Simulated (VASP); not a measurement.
# Al in VASP: single point with PBE

Aim: the single point of Al with PBE.

All numbers are computed with VASP 6.6.1; they aren't measurements. Logs are shortened: lines on timing, memory, paths and dates and some standing lists are left out, and cuts for length are marked.

## (1) The cell of the first run

The cell holds a slab with vacuum, 3 atoms: a = 2.876 Å, b = 2.876 Å, c = 21.858 Å, α = 90.00°, β = 90.00°, γ = 90.00°.

## (2) Single point, PBE

Input file INCAR:

```
PREC     = Accurate       # precision mode
ENCUT    = 400            # plane-wave cutoff, eV
EDIFF    = 1E-6           # SCF threshold, eV
ISMEAR   = 1              # smearing method
SIGMA    = 0.1            # smearing width, eV
LREAL    = F              # projectors in reciprocal space
LASPH    = T              # aspherical terms in the spheres
NELM     = 120            # most SCF steps
ALGO     = Normal         # electronic algorithm
ISIF     = 2              # what is computed and relaxed
LWAVE    = F              # write WAVECAR
LCHARG   = T              # write CHGCAR
LDIPOL   = T            
IDIPOL   = 3            
DIPOL    = 0.5 0.5 0.690
GGA      = PE             # functional
LELF     = T              # ELF
LVHAR    = T            
LVACPOTAV= T            
NBANDS   = 12             # bands
GGA_COMPAT= F            
NELMDL   = -8
```

Input file KPOINTS:

```
Automatic mesh
0
Gamma
  12 12 1
```

Input file POSCAR:

```
Al
1.0
    2.8758975697      0.0000000000      0.0000000000
    0.0000000000      2.8758975697      0.0000000000
    0.0000000000      0.0000000000     21.8579391474
Al
3
Direct
    0.5000000000      0.5000000000      0.5973919071
    0.0000000000      0.0000000000      0.6898061509
    0.5000000000      0.5000000000      0.7821849125
```

Potentials or basis: VASP PAW PBE potentials, release 64 (Al).

Run with:

```sh
$ cat potpaw_PBE.64/Al/POTCAR > POTCAR
$ mpirun -np 1 vasp_std > vasp.out
```

OUTCAR:

```text
PREC = Accurate
   ENCUT = 400
   EDIFF = 1E-6
   ISMEAR = 1
   LREAL = F
   LASPH = T
   NELM = 120
   ISIF = 2
   GGA = PE
   NELMDL = -8

 ion  position               nearest neighbor table
   1  0.500  0.500  0.597-   2 2.87   2 2.87   2 2.87   2 2.87
   2  0.000  0.000  0.690-   3 2.87   3 2.87   3 2.87   3 2.87   1 2.87   1 2.87   1 2.87   1 2.87

   3  0.500  0.500  0.782-   2 2.87   2 2.87   2 2.87   2 2.87

  LATTYP: Found a simple tetragonal cell.
 ALAT       =     2.8758975697
 C/A-ratio  =     7.6003886153

  Lattice vectors:

 A1 = (   2.8758975697,   0.0000000000,   0.0000000000)
 A2 = (   0.0000000000,   2.8758975697,   0.0000000000)
 A3 = (   0.0000000000,   0.0000000000,  21.8579391474)

Analysis of symmetry for initial positions (statically):
=====================================================================
 Subroutine PRICEL returns:
 Original cell was already a primitive cell.

 Routine SETGRP: Setting up the symmetry group for a
 simple tetragonal supercell.

 Subroutine GETGRP returns: Found  8 space group operations
 (whereof  8 operations were pure point group operations)
 out of a pool of 16 trial point group operations.

The static configuration has the point symmetry C_4v.

Analysis of symmetry for dynamics (positions and initial velocities):
=====================================================================
 Subroutine PRICEL returns:
 Original cell was already a primitive cell.

 Routine SETGRP: Setting up the symmetry group for a
 simple tetragonal supercell.

 Subroutine GETGRP returns: Found  8 space group operations
 (whereof  8 operations were pure point group operations)
 out of a pool of 16 trial point group operations.

The dynamic configuration has the point symmetry C_4v.

 Subroutine INISYM returns: Found  8 space group operations
 (whereof  8 operations are pure point group operations),
 and found     1 'primitive' translations

----------------------------------------------------------------------------------------

                                     Primitive cell

  volume of cell :     180.7824

  direct lattice vectors                    reciprocal lattice vectors
     2.875897570  0.000000000  0.000000000     0.347717530  0.000000000  0.000000000
     0.000000000  2.875897570  0.000000000     0.000000000  0.347717530  0.000000000
     0.000000000  0.000000000 21.857939147     0.000000000  0.000000000  0.045749967

  length of vectors
     2.875897570  2.875897570 21.857939147     0.347717530  0.347717530  0.045749967

  position of ions in fractional coordinates (direct lattice)
     0.500000000  0.500000000  0.597391907
     0.000000000  0.000000000  0.689806151
     0.500000000  0.500000000  0.782184912

  ion indices of the primitive-cell ions
   primitive index   ion index
                 1           1
                 2           2
                 3           3

----------------------------------------------------------------------------------------

 KPOINTS: Automatic mesh

Automatic generation of k-mesh.
 Grid dimensions read from file:
 generate k-points for:   12   12    1

 Generating k-lattice:

  Cartesian coordinates                     Fractional coordinates (reciprocal lattice)
     0.028976461  0.000000000  0.000000000     0.083333333  0.000000000  0.000000000
     0.000000000  0.028976461  0.000000000     0.000000000  0.083333333  0.000000000
     0.000000000  0.000000000  0.045749967     0.000000000  0.000000000  1.000000000

  Length of vectors
     0.028976461  0.028976461  0.045749967

  Shift w.r.t. Gamma in fractional coordinates (k-lattice)
     0.000000000  0.000000000  0.000000000

 Subroutine IBZKPT returns following result:
 ===========================================

 Found     28 irreducible k-points:

 Following reciprocal coordinates:
            Coordinates               Weight
  0.000000  0.000000  0.000000      1.000000
  0.083333  0.000000  0.000000      4.000000
  0.166667  0.000000  0.000000      4.000000
  0.250000  0.000000  0.000000      4.000000
  0.333333  0.000000  0.000000      4.000000
  0.416667  0.000000  0.000000      4.000000
[... 16 lines left out ...]
  0.333333  0.333333  0.000000      4.000000
  0.416667  0.333333  0.000000      8.000000
 [... further k-points ...]
   k-points           NKPTS =     28   k-points in BZ     NKDIM =     28   number of bands    NBANDS=     12
   number of dos      NEDOS =    301   number of ions     NIONS =      3
   total plane-waves  NPLWV =  57600
   dimension x,y,z NGX =    20 NGY =   20 NGZ =  144
   dimension x,y,z NGXF=    40 NGYF=   40 NGZF=  288
   ions per type =               3
   NGX,Y,Z   is equivalent  to a cutoff of  11.56, 11.56, 10.95 a.u.
   NGXF,Y,Z  is equivalent  to a cutoff of  23.12, 23.12, 21.90 a.u.
 SYSTEM =  unknown system
   PREC   = accura    normal or accurate (medium, high low for compatibility)
   ISTART =      0    job   : 0-new  1-cont  2-samecut
   ICHARG =      2    charge: 1-file 2-atom 10-const
   ISPIN  =      1    spin polarized calculation?
   LNONCOLLINEAR =      F non collinear calculations
   LSORBIT =      F    spin-orbit coupling
   LASPH  =      T    aspherical Exc in radial PAW
   ENCUT  =  400.0 eV  29.40 Ry    5.42 a.u.   4.69  4.69 35.64*2*pi/ulx,y,z
   NELM   =    120;   NELMIN=  2; NELMDL= -8     # of ELM steps
   EDIFF  = 0.1E-05   stopping-criterion for ELM
   LREAL  =      F    real-space projection
   EDIFFG = 0.1E-04   stopping-criterion for IOM
   NSW    =      0    number of steps for IOM
   IBRION =     -1    ionic relax: 0-MD 1-quasi-New 2-CG
   NFREE  =      0    steps in history (QN), initial steepest desc. (CG)
   ISIF   =      2    stress and relaxation
   ISYM   =      2    0-nonsym 1-usesym 2-fastsym
   POTIM  = 0.5000    time-step for ionic-motion
   TEBEG  =    0.0;   TEEND  =   0.0 temperature during run
   PSTRESS=    0.0 pullay stress
   NELECT =       9.0000    total number of electrons
   NUPDOWN=      -1.0000    fix difference up-down
   EMIN   =  10.00;   EMAX   =-10.00  energy-range for DOS
   EFERMI =   0.00;   METHOD = LEGACY
   ISMEAR =     1;   SIGMA  =   0.10  broadening in eV -4-tet -1-fermi 0-gaus
   EFERMI_NEDOS =   21; number of points for ismear=-14 and -15
   IALGO  =     38    algorithm
   IMIX   =      4    mixing-type and parameters
     AMIX     =   0.40;   BMIX     =  1.00
     AMIX_MAG =   1.60;   BMIX_MAG =  1.00
  volume/ion in A,a.u.               =      60.26       406.66
  Fermi-wavevector in a.u.,A,eV,Ry     =   0.602241  1.138070  4.934755  0.362694
  Thomas-Fermi vector in A             =   1.654775
   LORBIT       =      0    0 simple, 1 ext, 2 COOP (PROOUT), +10 PAW based schemes
   GGA     = PE    functional components
   LHFCALC =     F    Hartree Fock is set to
   AEXX    =    0.0000 exact exchange contribution
   IVDW    =     0    specifies the selected vdW correction
   LEPSILON=     F    determine dielectric tensor
   LRPA    =     F    only Hartree local field effects (RPA)
 non-spin polarized calculation
 Methfessel and Paxton  Order N= 1 SIGMA  =   0.10
  energy-cutoff  :      400.00
  volume of cell :      180.78
 maximum number of plane-waves:      3327
 NGX is ok and might be reduce to    20
   NGX =  9   NGY =  9   NGZ = 71

 dipolmoment           0.000000      0.000000     -0.000003 electrons x Angstroem

 number of electron       9.0000000 magnetization

 dipolmoment           0.000000      0.000000      0.000006 electrons x Angstroem

 Free energy of the ion-electron system (eV)
  ---------------------------------------------------
  ext. energy  EPLUGINS =         0.00000000
  ---------------------------------------------------
  free energy    TOTEN  =       -10.21012538 eV

  energy without entropy =      -10.21040326  energy(sigma->0) =      -10.21021801

 E-fermi :  -1.0067     XC(G=0):  -3.7245

 val. band max:       -1.0348564445   @ k =   0.5000   0.5000   0.0000
 cond. band min:      -0.9609811275   @ k =   0.3333   0.1667   0.0000
 fundamental gap:      0.0738753171
 Fermi energy:        -1.0067196919

 k-point     1 :       0.0000    0.0000    0.0000
  band No.  band energies     occupation
      1     -11.1586      2.00000
      2      -8.9347      2.00000
      3      -5.5937      2.00000
      4      -2.6095      2.00000
      5       1.2108      0.00000
      6       2.9280      0.00000
      7       3.4132      0.00000
      8       4.4598      0.00000
      9       4.6664      0.00000
     10       5.0402      0.00000
     11       5.2526      0.00000
     12       5.2526      0.00000

 k-point     2 :       0.0833    0.0000    0.0000
  band No.  band energies     occupation
      1     -11.0349      2.00000
      2      -8.8124      2.00000
      3      -5.4724      2.00000
      4      -2.4943      2.00000
      5       1.3212      0.00000
      6       2.9760      0.00000
      7       3.0522      0.00000
      8       3.5432      0.00000
      9       4.5849      0.00000
     10       4.7791      0.00000
     11       5.0316      0.00000
     12       5.3593      0.00000

 k-point     3 :       0.1667    0.0000    0.0000
  band No.  band energies     occupation
      1     -10.6644      2.00000
      2      -8.4461      2.00000
      3      -5.1094      2.00000
      4      -2.1504      2.00000
      5       0.6498     -0.00000
      6       1.7360      0.00000
      7       2.7826      0.00000
      8       3.4278      0.00000
      9       3.9128      0.00000
     10       4.9416      0.00000
     11       5.1661      0.00000
     12       5.6796      0.00000

 k-point     4 :       0.2500    0.0000    0.0000
  band No.  band energies     occupation
      1     -10.0490      2.00000
      2      -7.8378      2.00000
      3      -4.5081      2.00000
      4      -1.5892      2.00000
      5      -1.4789      2.00000
      6       0.6791     -0.00000
      7       2.2774      0.00000
      8       3.9568      0.00000
      9       4.0476      0.00000
     10       4.5715      0.00000
     11       5.5987      0.00000
     12       5.7790      0.00000

 k-point     5 :       0.3333    0.0000    0.0000
  band No.  band energies     occupation
      1      -9.1920      2.00000
      2      -6.9910      2.00000
      3      -3.6756      2.00000
      4      -3.4482      2.00000
      5      -1.4089      2.00000
      6      -0.6471     -0.00000
      7       1.9316      0.00000
      8       3.2774      0.00000
      9       4.9031      0.00000
     10       4.9820      0.00000
     11       5.4256      0.00000
     12       6.4497      0.00000
[... 228 lines left out ...]
      1      -7.0139      2.00000
      2      -4.8384      2.00000
      3      -4.1737      2.00000
      4      -2.0462      2.00000
      5      -1.5786      2.00000
      6       1.2641      0.00000
      7       1.2802      0.00000
      8       1.6268      0.00000
      9       3.7194      0.00000
     10       4.3523      0.00000
     11       4.3643      0.00000
     12       5.1403      0.00000

 k-point    22 :       0.5000    0.2500    0.0000
  band No.  band energies     occupation
      1      -5.7701      2.00000
      2      -5.6303      2.00000
      3      -3.6079      2.00000
      4      -3.4796      2.00000
      5      -0.6574     -0.00001
      6       0.1708     -0.00000
      7       2.0778      0.00000
      8       2.7613      0.00000
      9       2.9877      0.00000
     10       3.2051      0.00000
     11       4.8561      0.00000
     12       5.2142      0.00000

 k-point    23 :       0.3333    0.3333    0.0000
  band No.  band energies     occupation
      1      -7.2540      2.00000
      2      -5.0750      2.00000
      3      -2.1865      2.00000
      4      -1.7946      2.00000
      5      -0.7793     -0.00598
      6      -0.1236     -0.00000
      7       0.8053     -0.00000
      8       1.7257      0.00000
      9       3.0255      0.00000
     10       4.1289      0.00000
     11       4.2587      0.00000
     12       5.7626      0.00000

 k-point    24 :       0.4167    0.3333    0.0000
  band No.  band energies     occupation
      1      -6.1795      2.00000
      2      -4.0146      2.00000
      3      -3.4131      2.00000
      4      -1.3068      2.00019
      5      -0.7777     -0.00562
      6      -0.2605     -0.00000
      7       1.6242      0.00000
      8       1.9518      0.00000
      9       2.3675      0.00000
     10       2.4323      0.00000
     11       4.2938      0.00000
     12       4.7225      0.00000

 [... further k-points ...]
[... 5 lines left out ...]
  --------------------------------------------------------------------------------------
  -------------------------------------------------------------------------------------
  Total       -1.7062964     -1.7062964     -0.0219637      0.0000000      0.0000000      0.0000000
  in kB      -15.1219927    -15.1219927     -0.1946523      0.0000000      0.0000000      0.0000000
  external PRESSURE =     -10.1462126 kB  Pullay stress =       0.0000000 kB

 VOLUME and BASIS-vectors are now :
 -----------------------------------------------------------------------------
  energy-cutoff  :      400.00
  volume of cell :      180.78
      direct lattice vectors                 reciprocal lattice vectors
     2.875897570  0.000000000  0.000000000     0.347717530  0.000000000  0.000000000
     0.000000000  2.875897570  0.000000000     0.000000000  0.347717530  0.000000000
     0.000000000  0.000000000 21.857939147     0.000000000  0.000000000  0.045749967

 POSITION                                       TOTAL-FORCE (eV/Angst)
 -----------------------------------------------------------------------------------
      1.43795      1.43795     13.05776         0.000000      0.000000      0.004612
      0.00000      0.00000     15.07774         0.000000      0.000000     -0.001772
      1.43795      1.43795     17.09695         0.000000     -0.000000     -0.002840
 -----------------------------------------------------------------------------------
    total drift:                                0.000000      0.000000     -0.000001

  FREE ENERGIE OF THE ION-ELECTRON SYSTEM (eV)
  ---------------------------------------------------
  free  energy   TOTEN  =       -10.2101253849 eV

  energy  without entropy=      -10.2104032557  energy(sigma->0) =      -10.21021801

 vacuum level on the upper side and lower side of the slab         3.461         3.461
```

Wall time 56 s (1 thread of Intel Xeon 6975P-C, shared host); peak memory 0.23 GiB.

Results:

* Free energy: -10.2101 eV
* Largest force: 0.005 eV/Å

Forces on the atoms (eV/Å):
```
Al   0.000  0.000  0.005
Al   0.000  0.000 -0.002
Al   0.000  0.000 -0.003
```
